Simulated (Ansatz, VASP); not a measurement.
## Two plane-wave programs on Li4Si2C3

```
Li Si C
1.0
     0.00000    4.98362    3.63777
     3.79320    0.00000    3.63777
     3.79320    4.98362    0.00000
Li Si C
4 2 3
Direct
  0.09247 0.28165 0.64477
  0.98112 0.64477 0.28165
  0.28165 0.09247 0.98112
  0.64477 0.98112 0.09247
  0.72975 0.27025 0.27025
  0.27025 0.72975 0.72975
  0.25000 0.25000 0.25000
  0.40345 0.40345 0.59655
  0.59655 0.59655 0.40345
```

Alike in both runs: functional PBE; k mesh 4 × 4 × 4; occupations gaussian, width 0.1 eV; collinear spin.

Ansatz relaxed the structure, and its values are those at the end. VASP's run is a single point on that final structure, the one shown.

```csv
,VASP,Ansatz
version,VASP 6.6.1,Ansatz 0.2.0
potentials or method,"VASP PAW PBE potentials, release 64 (Li_sv, Si, C), cutoff 520 eV","scalar-relativistic, plane waves, PAW"
valence electrons in the cell,32,32
```

```csv
,VASP,Ansatz,Ansatz less VASP
gap on the k mesh at the Fermi level (eV),none,none,-
rms of the force components (eV/Å),0.019,0.011,-0.0083
net moment per atom (μB),0.00,0.00,0.000
```

A gap of «none» marks a metal or a gap that the smearing closes. The functional is the same, so the differences come from potentials, cutoffs and numerics. Ansatz's warnings: seeded moment not kept.

Noted on VASP's run: the cutoff is under 1.25 times that of the potentials, so the pressure is a little rough.
